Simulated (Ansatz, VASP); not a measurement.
# One calculation of PbS, two programs

The input INCAR:

```
  ALGO = Normal
  EDIFF = 1E-6
  ENCUT = 500
  GGA = CA
  GGA_COMPAT = F
  ISIF = 2
  ISMEAR = 0
  LASPH = T
  LCHARG = T
  LELF = T
  LREAL = F
  LVHAR = T
  LWAVE = F
  NBANDS = 28
  NELM = 120
  PREC = Accurate
  SIGMA = 0.1
```

File KPOINTS:

```
k-points
0
Gamma
  4 4 4
```

Contents of POSCAR:

```
PbS
1.0
   -4.2027308560      0.0000000000      0.0000000000
    0.0000000000     -4.2027308560      0.0000000000
    0.0000000000      0.0000000000      5.7313196957
Pb S
2 2
Direct
    0.0000000000      0.0000000000      0.0000000000
    0.5000000000      0.5000000000      0.5000000000
    0.5000000000      0.5000000000      0.0000000000
    0.0000000000      0.0000000000      0.5000000000
```

Input for Ansatz:

```yaml
crystal:
  lattice:
    - [4.202730856, 0.0, 0.0]
    - [0.0, 4.202730856, 0.0]
    - [0.0, 0.0, -5.7313196957]
  atoms:
    - { symbol: Pb, position: [0.0, 0.0, 0.0] }
    - { symbol: Pb, position: [0.5, 0.5, 0.5] }
    - { symbol: S, position: [0.5, 0.5, 0.0] }
    - { symbol: S, position: [0.0, 0.0, 0.5] }
basis:
  ecutwfc: 420
kpoints:
  mp_grid: { grid: [4, 4, 4] }
hamiltonian:
  xc: lda
scf:
  occupations: { method: gaussian, width: 0.1 }
output:
  forces: true
  stress: true
  eigenvalues: true
```

Alike in both runs: task single point; functional LDA; k mesh 4 × 4 × 4; occupations gaussian, width 0.1 eV; no spin polarisation.

|  | VASP | Ansatz |
| --- | --- | --- |
| version | VASP 6.6.1 | Ansatz 0.2.0 |
| potentials or method | VASP PAW LDA potentials, release 64 (Pb_d, S), cutoff 500 eV | scalar-relativistic, plane waves, PAW |
| valence electrons in the cell | 40 | 40 |

```csv
,VASP,Ansatz,Ansatz less VASP
gap on the k mesh at the Fermi level (eV),0.06,0.08,+0.024
least direct gap on the mesh (eV),0.06,0.08,+0.024
pressure (GPa),-0.7,-0.7,-0.01
```

LDA's correlation is that of Perdew and Zunger in VASP and of Perdew and Wang (1992) in Ansatz.

Neither program's run includes spin-orbit coupling.
